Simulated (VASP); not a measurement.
# S: single point with PBEsol

The system is S.

```
CELL_PARAMETERS angstrom
5.74080 0.00000 0.00000
0.00000 5.74080 0.00000
0.00000 0.00000 3.24767
ATOMIC_POSITIONS crystal
S 0.87592 0.87592 0.50000
S 0.12408 0.12408 0.50000
S 0.37592 0.62408 0.00000
S 0.62408 0.37592 0.00000
```

This cell differs from its parent crystal: strained.

- Program: VASP 6.6.1
- Task: single point
- Functional: PBEsol
- Potentials or basis: VASP PAW PBE potentials, release 64 (S)
- Cutoff: 520 eV
- k mesh: 8 × 8 × 14
- Occupations: gaussian, width 0.1 eV
- Spin: no spin polarisation
- Dipole correction: no
- Further INCAR settings: ALGO = Fast; EDIFF = 1e-06; NBANDS = 20

| Quantity | Value |
| --- | --- |
| Pressure | -8.5 GPa |
| Largest force | 2.508 eV/Å |
| Band gap on the k mesh | zero (bands 12 and 13 overlap by 1.80 eV) |

Forces on the atoms (eV/Å):
```
S    1.773  1.773  0.000
S   -1.773 -1.773  0.000
S    1.773 -1.773  0.000
S   -1.773  1.773  0.000
```

Stress tensor (GPa, compression positive):
```
-9.53  0.00  0.00
 0.00 -9.53  0.00
 0.00  0.00 -6.39
```

Levels at points of the mesh, in eV from the Fermi level:
```
           k point  band 8  band 9  band 10  band 11  band 12  band 13  band 14  band 15  band 16  band 17
(0.00, 0.00, 0.00)   -3.44   -2.09    -1.55    -0.91     0.91     1.61     1.61     4.01     4.01     6.12
(0.50, 0.00, 0.00)   -2.63   -1.25    -1.25    -0.47    -0.47     1.63     1.63     3.02     3.02     7.30
(0.50, 0.50, 0.00)   -3.51   -1.23    -1.23    -0.23    -0.23     1.56     1.56     3.81     3.81     6.52
(0.00, 0.00, 0.50)   -3.52   -2.98    -2.98    -1.25    -1.25    -0.19    -0.19     3.41     3.41     6.02
(0.50, 0.00, 0.50)   -4.01   -2.70    -2.70    -1.69    -1.69     0.21     0.21     4.20     4.20     7.09
(0.50, 0.50, 0.50)   -3.49   -3.46    -3.46    -0.90    -0.90     0.37     0.37     3.43     3.43     6.94
```

Wall time 5.3 min on 1 thread of Oxide Virtual Turin-like Processor, on a shared host, peak memory 0.29 GiB.

Caveat: the cell differs from its parent crystal (strained); the cell stands under tension; this functional lacks dispersion, which holds the molecules together, so the pressure and a relaxed volume are unreliable; the PAW data sets were made with another functional, which shifts forces and pressure a little.
